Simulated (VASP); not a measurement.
# Si2W (I4/mmm) in VASP: notebook, part 2 of 2

VASP 6.6.1. The steps go on from the part before.

### Step 5. Single point, PBEsol

This run uses another cell than the first one, of 11.44 Å³/atom.

Input file INCAR:

```
PREC = Accurate
ENCUT = 520
EDIFF = 1E-6
ISMEAR = 0
SIGMA = 0.1
LREAL = False
LASPH = True
NELM = 80
ALGO = Normal
ISIF = 2
LWAVE = False
LCHARG = True
GGA = PS
LELF = True
LVHAR = True
NBANDS = 18
```

Input file KPOINTS:

```
regular mesh
0
Gamma
  20 20 20
```

Input file POSCAR:

```
Si2W
1.0
   -1.5144252331      1.5144252331      3.7417544808
    1.5144252331     -1.5144252331      3.7417544808
    1.5144252331      1.5144252331     -3.7417544808
Si W
2 1
Direct
    0.3323296917      0.3323296917      0.0000000000
    0.6676703083      0.6676703083      0.0000000000
    0.0000000000      0.0000000000      0.0000000000
```

Potentials or basis: VASP PAW PBE potentials, release 64 (Si, W_sv).

On the command line:

```sh
$ cat potpaw_PBE.64/Si/POTCAR potpaw_PBE.64/W_sv/POTCAR > POTCAR
$ mpirun -np 1 vasp_std > vasp.out
```

OUTCAR:

```text
PREC = Accurate
   ENCUT = 520
   EDIFF = 1E-6
   ISMEAR = 0
   LREAL = False
   LASPH = True
   NELM = 80
   ISIF = 2
   GGA = PS

 ion  position               nearest neighbor table
   1  0.332  0.332  0.000-   2 2.47   2 2.47   2 2.47   2 2.47   3 2.48   3 2.48   3 2.48   3 2.48
                             3 2.49   2 2.51
   2  0.668  0.668  0.000-   1 2.47   1 2.47   1 2.47   1 2.47   3 2.48   3 2.48   3 2.48   3 2.48
                             3 2.49   1 2.51
   3  0.000  0.000  0.000-   2 2.48   2 2.48   2 2.48   1 2.48   2 2.48   1 2.48   1 2.48   1 2.48
                             1 2.49   2 2.49

  LATTYP: Found a body centered tetragonal cell.
 ALAT       =     3.0288504662
 C/A-ratio  =     2.4707422981

  Lattice vectors:

 A1 = (  -1.5144252331,   1.5144252331,   3.7417544808)
 A2 = (   1.5144252331,  -1.5144252331,   3.7417544808)
 A3 = (   1.5144252331,   1.5144252331,  -3.7417544808)

Analysis of symmetry for initial positions (statically):
=====================================================================
 Subroutine PRICEL returns:
 Original cell was already a primitive cell.

 Routine SETGRP: Setting up the symmetry group for a
 body centered tetragonal supercell.

 Subroutine GETGRP returns: Found 16 space group operations
 (whereof 16 operations were pure point group operations)
 out of a pool of 16 trial point group operations.

The static configuration has the point symmetry D_4h.

Analysis of symmetry for dynamics (positions and initial velocities):
=====================================================================
 Subroutine PRICEL returns:
 Original cell was already a primitive cell.

 Routine SETGRP: Setting up the symmetry group for a
 body centered tetragonal supercell.

 Subroutine GETGRP returns: Found 16 space group operations
 (whereof 16 operations were pure point group operations)
 out of a pool of 16 trial point group operations.

The dynamic configuration has the point symmetry D_4h.

 Subroutine INISYM returns: Found 16 space group operations
 (whereof 16 operations are pure point group operations),
 and found     1 'primitive' translations

----------------------------------------------------------------------------------------

                                     Primitive cell

  volume of cell :      34.3266

  direct lattice vectors                    reciprocal lattice vectors
    -1.514425233  1.514425233  3.741754481     0.000000000  0.330158260  0.133627153
     1.514425233 -1.514425233  3.741754481     0.330158260  0.000000000  0.133627153
     1.514425233  1.514425233 -3.741754481     0.330158260  0.330158260  0.000000000

  length of vectors
     4.311344821  4.311344821  4.311344821     0.356175087  0.356175087  0.466914289

  position of ions in fractional coordinates (direct lattice)
     0.332329692  0.332329692  0.000000000
     0.667670308  0.667670308  0.000000000
     0.000000000  0.000000000  0.000000000

  ion indices of the primitive-cell ions
   primitive index   ion index
                 1           1
                 2           2
                 3           3

----------------------------------------------------------------------------------------

 KPOINTS: regular mesh

Automatic generation of k-mesh.
 Grid dimensions read from file:
 generate k-points for:   20   20   20

 Generating k-lattice:

  Cartesian coordinates                     Fractional coordinates (reciprocal lattice)
     0.000000000  0.016507913  0.006681358     0.050000000  0.000000000 -0.000000000
     0.016507913  0.000000000  0.006681358     0.000000000  0.050000000 -0.000000000
     0.016507913  0.016507913  0.000000000     0.000000000  0.000000000  0.050000000

  Length of vectors
     0.017808754  0.017808754  0.023345714

  Shift w.r.t. Gamma in fractional coordinates (k-lattice)
     0.000000000  0.000000000  0.000000000

 Subroutine IBZKPT returns following result:
 ===========================================

 Found    641 irreducible k-points:

 Following reciprocal coordinates:
            Coordinates               Weight
  0.000000  0.000000  0.000000      1.000000
  0.050000  0.000000 -0.000000      8.000000
  0.100000  0.000000 -0.000000      8.000000
  0.150000  0.000000  0.000000      8.000000
  0.200000  0.000000 -0.000000      8.000000
  0.250000  0.000000  0.000000      8.000000
[... 16 lines left out ...]
 -0.400000  0.050000  0.000000     16.000000
 -0.350000  0.050000  0.000000     16.000000
 [... further k-points ...]
   k-points           NKPTS =    641   k-points in BZ     NKDIM =    641   number of bands    NBANDS=     18
   number of dos      NEDOS =    301   number of ions     NIONS =      3
   total plane-waves  NPLWV =  32768
   dimension x,y,z NGX =    32 NGY =   32 NGZ =   32
   dimension x,y,z NGXF=    64 NGYF=   64 NGZF=   64
   ions per type =               2   1
   NGX,Y,Z   is equivalent  to a cutoff of  12.34, 12.34, 12.34 a.u.
   NGXF,Y,Z  is equivalent  to a cutoff of  24.68, 24.68, 24.68 a.u.
 SYSTEM =  unknown system
   PREC   = accura    normal or accurate (medium, high low for compatibility)
   ISTART =      0    job   : 0-new  1-cont  2-samecut
   ICHARG =      2    charge: 1-file 2-atom 10-const
   ISPIN  =      1    spin polarized calculation?
   LNONCOLLINEAR =      F non collinear calculations
   LSORBIT =      F    spin-orbit coupling
   LASPH  =      T    aspherical Exc in radial PAW
   ENCUT  =  520.0 eV  38.22 Ry    6.18 a.u.   8.02  8.02  8.02*2*pi/ulx,y,z
   NELM   =     80;   NELMIN=  2; NELMDL= -5     # of ELM steps
   EDIFF  = 0.1E-05   stopping-criterion for ELM
   LREAL  =      F    real-space projection
   EDIFFG = 0.1E-04   stopping-criterion for IOM
   NSW    =      0    number of steps for IOM
   IBRION =     -1    ionic relax: 0-MD 1-quasi-New 2-CG
   NFREE  =      0    steps in history (QN), initial steepest desc. (CG)
   ISIF   =      2    stress and relaxation
   ISYM   =      2    0-nonsym 1-usesym 2-fastsym
   POTIM  = 0.5000    time-step for ionic-motion
   TEBEG  =    0.0;   TEEND  =   0.0 temperature during run
   PSTRESS=    0.0 pullay stress
   NELECT =      22.0000    total number of electrons
   NUPDOWN=      -1.0000    fix difference up-down
   EMIN   =  10.00;   EMAX   =-10.00  energy-range for DOS
   EFERMI =   0.00;   METHOD = LEGACY
   ISMEAR =     0;   SIGMA  =   0.10  broadening in eV -4-tet -1-fermi 0-gaus
   EFERMI_NEDOS =   21; number of points for ismear=-14 and -15
   IALGO  =     38    algorithm
   IMIX   =      4    mixing-type and parameters
     AMIX     =   0.40;   BMIX     =  1.00
     AMIX_MAG =   1.60;   BMIX_MAG =  1.00
  volume/ion in A,a.u.               =      11.44        77.22
  Fermi-wavevector in a.u.,A,eV,Ry     =   1.411471  2.667294 27.106226  1.992251
  Thomas-Fermi vector in A             =   2.533319
   LORBIT       =      0    0 simple, 1 ext, 2 COOP (PROOUT), +10 PAW based schemes
   GGA     = PS    functional components
   LHFCALC =     F    Hartree Fock is set to
   AEXX    =    0.0000 exact exchange contribution
   IVDW    =     0    specifies the selected vdW correction
   LEPSILON=     F    determine dielectric tensor
   LRPA    =     F    only Hartree local field effects (RPA)
 non-spin polarized calculation
 Gauss-broadening in eV      SIGMA  =   0.10
  energy-cutoff  :      520.00
  volume of cell :       34.33
 maximum number of plane-waves:       946
   NGX = 17   NGY = 17   NGZ = 17

 number of electron      22.0000001 magnetization

 Free energy of the ion-electron system (eV)
  ---------------------------------------------------
  ext. energy  EPLUGINS =         0.00000000
  ---------------------------------------------------
  free energy    TOTEN  =       -25.83596160 eV

  energy without entropy =      -25.83469911  energy(sigma->0) =      -25.83533036

 E-fermi :  14.3859     XC(G=0): -13.4064

 val. band max:       14.3771241477   @ k =  -0.4000  -0.4500   0.3000
 cond. band min:      14.3859208522   @ k =  -0.4000  -0.4500   0.3500
 fundamental gap:      0.0087967045
 Fermi energy:        14.3859167993

 k-point     1 :       0.0000    0.0000    0.0000
  band No.  band energies     occupation
      1     -59.0787      2.00000
      2     -23.5678      2.00000
      3     -23.3908      2.00000
      4     -23.3908      2.00000
      5      -1.1568      2.00000
      6       6.3947      2.00000
[... 10 lines left out ...]
     17      21.0911      0.00000
     18      21.0911      0.00000
[... 463 lines left out ...]
 k-point    24 :      -0.3500    0.0500    0.0000
  band No.  band energies     occupation
      1     -59.0633      2.00000
      2     -23.7342      2.00000
      3     -23.5380      2.00000
      4     -23.3686      2.00000
      5       1.2990      2.00000
      6       5.6538      2.00000
[... 10 lines left out ...]
     17      22.6790      0.00000
     18      24.1682      0.00000

 [... further k-points ...]
[... 5 lines left out ...]
  --------------------------------------------------------------------------------------
  -------------------------------------------------------------------------------------
  Total       10.8764954     10.8764954     10.8665485      0.0000000     -0.0000000      0.0000000
  in kB      507.6549329    507.6549329    507.1906650      0.0000000     -0.0000000      0.0000000
  external PRESSURE =     507.5001769 kB  Pullay stress =       0.0000000 kB

 VOLUME and BASIS-vectors are now :
 -----------------------------------------------------------------------------
  energy-cutoff  :      520.00
  volume of cell :       34.33
      direct lattice vectors                 reciprocal lattice vectors
    -1.514425233  1.514425233  3.741754481     0.000000000  0.330158260  0.133627153
     1.514425233 -1.514425233  3.741754481     0.330158260  0.000000000  0.133627153
     1.514425233  1.514425233 -3.741754481     0.330158260  0.330158260  0.000000000

 POSITION                                       TOTAL-FORCE (eV/Angst)
 -----------------------------------------------------------------------------------
      0.00000      0.00000      2.48699        -0.000000     -0.000000     -0.008290
      0.00000      0.00000      4.99652         0.000000      0.000000      0.008290
      0.00000      0.00000      0.00000        -0.000000     -0.000000      0.000000
 -----------------------------------------------------------------------------------
    total drift:                               -0.000000     -0.000000     -0.000000

  FREE ENERGIE OF THE ION-ELECTRON SYSTEM (eV)
  ---------------------------------------------------
  free  energy   TOTEN  =       -25.8359616033 eV

  energy  without entropy=      -25.8346991102  energy(sigma->0) =      -25.83533036
```

OSZICAR:

```text
N       E                     dE             d eps       ncg     rms          rms(c)
DAV:   1     0.134879839689E+03    0.13488E+03   -0.10937E+04 23084   0.126E+03
DAV:   2    -0.220448944967E+02   -0.15692E+03   -0.15303E+03 26352   0.333E+02
DAV:   3    -0.265643142654E+02   -0.45194E+01   -0.44643E+01 28262   0.509E+01
DAV:   4    -0.265984086290E+02   -0.34094E-01   -0.34058E-01 27272   0.467E+00
DAV:   5    -0.265987175479E+02   -0.30892E-03   -0.30890E-03 27038   0.468E-01    0.355E+01
DAV:   6    -0.259612449090E+02    0.63747E+00   -0.19765E+00 25228   0.112E+01    0.147E+01
DAV:   7    -0.258519471700E+02    0.10930E+00   -0.10467E-01 25210   0.217E+00    0.485E+00
DAV:   8    -0.258365582984E+02    0.15389E-01   -0.17203E-02 26956   0.963E-01    0.339E-01
DAV:   9    -0.258360819930E+02    0.47631E-03   -0.67746E-04 26228   0.226E-01    0.190E-01
DAV:  10    -0.258359628711E+02    0.11912E-03   -0.17096E-04 27510   0.109E-01    0.584E-02
DAV:  11    -0.258359611912E+02    0.16799E-05   -0.16455E-05 25858   0.280E-02    0.186E-02
DAV:  12    -0.258359616033E+02   -0.41217E-06   -0.42474E-07 13898   0.514E-03
   1 F= -.25835962E+02 E0= -.25835330E+02  d E =-.126249E-02
```

stdout:

```text
POSCAR found type information on POSCAR SiW
 POSCAR found :  2 types and       3 ions
 scaLAPACK will be used
 -----------------------------------------------------------------------------
|                                                                             |
|                                                                             |
|     You enforced a specific xc type in the INCAR file but a different       |
|     I HOPE YOU KNOW WHAT YOU ARE DOING!                                     |
|                                                                             |
 -----------------------------------------------------------------------------

 LDA part: xc-table for (Slater+PW92), standard interpolation
 POSCAR, INCAR and KPOINTS ok, starting setup
 FFT: planning ... GRIDC
 FFT: planning ... GRID_SOFT
 FFT: planning ... GRID
 WAVECAR not read
 entering main loop
```

Run time: 2 min. Hardware: 1 thread of Intel Xeon 6975P-C (Granite Rapids), shared host; peak memory 0.48 GiB.

What came out:

```
Free energy            : -25.8360 eV
Pressure               : 50.8 GPa
Largest force          : 0.008 eV/Å
Band gap on the k mesh : zero (bands 11 and 12 overlap by 1.72 eV)
```

Forces on the atoms (eV/Å):
```
Si   0.000  0.000 -0.008
Si   0.000  0.000  0.008
W    0.000  0.000  0.000
```

Levels at points of the mesh, in eV from the Fermi level:
```tsv
k point	band 9	band 10	band 11	band 12	band 13	band 14
(0.00, 0.00, 0.00)	-3.32	-3.32	0.88	2.16	3.84	3.84
(0.50, 0.00, 0.00)	-3.48	-3.17	-0.65	3.09	3.55	4.20
(0.50, 0.50, 0.00)	-5.48	-4.09	-1.60	3.29	3.88	4.06
(0.50, 0.50, 0.50)	-0.76	-0.76	-0.64	-0.64	1.13	4.93
```

Caveat: the cell stands under pressure; the PAW data sets were made with another functional, which shifts forces and pressure a little; spin-orbit coupling is left out, which moves the levels of the heavy elements.

### Step 6. Relaxation of cell and atoms, PBEsol, target pressure 25 GPa, at which the enthalpy is minimised

This run uses another cell than the first one, of 12.19 Å³/atom.

Input file INCAR:

```
SYSTEM = Si2W
PREC = Accurate
ENCUT = 600
EDIFF = 1E-6
ISMEAR = 0
SIGMA = 0.1
LREAL = .FALSE.
LASPH = .TRUE.
NELM = 100
ALGO = Normal
ISIF = 3
LWAVE = .FALSE.
LCHARG = .FALSE.
GGA = PS
IBRION = 2
NSW = 70
EDIFFG = -0.008
PSTRESS = 250.0
```

Input file KPOINTS:

```
Automatic mesh
0
G
  18 18 18
  0 0 0
```

Input file POSCAR:

```
Si2W
1.0
   -1.5513786767      1.5513786767      3.7994985577
    1.5513786767     -1.5513786767      3.7994985577
    1.5513786767      1.5513786767     -3.7994985577
Si W
2 1
Direct
    0.3338409541      0.3338409541      0.0000000000
    0.6661590459      0.6661590459      0.0000000000
    0.0000000000      0.0000000000      0.0000000000
```

Potentials or basis: VASP PAW PBE potentials, release 64 (Si, W_sv).

On the command line:

```sh
$ cat potpaw_PBE.64/Si/POTCAR potpaw_PBE.64/W_sv/POTCAR > POTCAR
$ mpirun -np 1 vasp_std > vasp.out
```

Run time: 7.6 min. Hardware: 1 thread of Intel Xeon 6975P-C (Granite Rapids), shared host; peak memory 0.47 GiB.

It converged, with:

```
Free energy                                                : -26.3946 eV
Relaxed volume                                             : 12.24 Å³/atom
Relaxed cell                                               : a = 4.399 Å, b = 4.399 Å, c = 4.399 Å, α = 138.68°, β = 138.68°, γ = 59.87°
Space group after relaxing (to 0.1 Å)                      : I4/mmm (No. 139)
Energy change on relaxing (the run minimises the enthalpy) : -8.5 meV/atom
Ionic steps                                                : 7
Pressure after relaxing                                    : 25.0 GPa
Largest force after relaxing                               : 0.006 eV/Å
Band gap on the k mesh                                     : zero (bands 11 and 12 overlap by 1.54 eV)
```

Forces in eV/Å, atoms in the order of the input:
```
Si   0.000  0.000  0.006
Si   0.000  0.000 -0.006
W    0.000  0.000  0.000
```

Stress tensor (GPa, compression positive):
```
24.95  0.00  0.00
 0.00 24.95  0.00
 0.00  0.00 25.03
```

The path:
```tsv
step	energy change (eV)	largest force (eV/Å)	pressure (GPa)	volume (Å³)
1	0.0000	0.1356	26.57	36.58
2	-0.0934	0.0725	20.54	37.21
3	-0.0321	0.0676	24.66	36.77
4	-0.0215	0.0123	25.17	36.71
5	-0.0245	0.0100	25.03	36.72
6	-0.0247	0.0112	25.03	36.73
7	-0.0255	0.0061	24.98	36.73
```

Final structure:
```cif
data_structure
_symmetry_space_group_name_H-M 'P 1'
_symmetry_Int_Tables_number 1
_cell_length_a 4.3986
_cell_length_b 4.3986
_cell_length_c 4.3986
_cell_angle_alpha 138.676
_cell_angle_beta 138.676
_cell_angle_gamma 59.869
_cell_volume 36.73
loop_
_atom_site_label
_atom_site_type_symbol
_atom_site_fract_x
_atom_site_fract_y
_atom_site_fract_z
_atom_site_occupancy
Si1 Si 0.33318 0.33318 0.00000 1
Si2 Si 0.66682 0.66682 0.00000 1
W1 W 0.00000 0.00000 0.00000 1
```

Levels at points of the mesh, in eV from the Fermi level:
```csv
k point,band 7,band 8,band 9,band 10,band 11,band 12,band 13,band 14,band 15
"(0.00, 0.00, 0.00)",-3.84,-3.71,-3.12,-3.12,0.77,2.48,3.40,3.52,3.52
"(0.50, 0.00, 0.00)",-6.19,-5.13,-3.17,-3.01,-0.56,2.96,3.18,4.14,5.14
"(0.50, 0.50, 0.00)",-6.47,-5.48,-5.44,-3.72,-1.68,3.08,3.47,3.65,4.12
"(0.50, 0.50, 0.50)",-4.43,-2.94,-0.80,-0.80,-0.58,-0.58,0.98,4.76,6.10
```

Caveat: the cell is relaxed towards a set pressure, so the run minimises the enthalpy, not the energy; the PAW data sets were made with another functional, which shifts forces and pressure a little; spin-orbit coupling is left out, which moves the levels of the heavy elements. Zero-point motion and thermal expansion aren't in these numbers.

### Step 7. Summary

| task | cell | k mesh | cutoff (eV) | gap on the mesh (eV) | pressure (GPa) | largest force (eV/Å) |
| --- | --- | --- | --- | --- | --- | --- |
| single point | a = 4.511 Å, angles 138.5, 138.5, 60.2°, 3 atoms, atomic positions A | 18 × 18 × 18 | 520 | none | 1.3 | - |
| single point | a = 4.523 Å, angles 138.5, 138.5, 60.2°, 3 atoms, atomic positions B | 18 × 18 × 18 | 520 | none | -0.7 | 0.01 |
| single point | a = 4.210 Å, angles 139.1, 139.1, 59.2°, 3 atoms, atomic positions C | 20 × 20 × 20 | 520 | none | 91.1 | 0.01 |
| single point | a = 4.311 Å, angles 138.9, 138.9, 59.6°, 3 atoms, atomic positions D | 20 × 20 × 20 | 520 | none | 50.8 | 0.01 |
| relaxation of cell and atoms | relaxed to 25 GPa from a = 4.387 Å, angles 138.6, 138.6, 60.0°, 3 atoms, atomic positions E | 18 × 18 × 18 | 600 | none | 25.0 | 0.01 |

Alike in all rows: level PBEsol; potentials or basis VASP PAW PBE potentials, release 64 (Si, W_sv); no spin polarisation; smearing gaussian 0.1 eV.

Caveats: the PAW data sets were made with another functional, which shifts forces and pressure a little; spin-orbit coupling is left out, which moves the levels of the heavy elements; the cell stands under pressure (at least some runs); the cell is relaxed towards a set pressure, so the run minimises the enthalpy, not the energy (at least some runs).

Total energies depend on the potentials used, so only differences within one code and one set of settings carry meaning.

The gap in the log of VASP goes by the Fermi energy; the results here count the filled bands.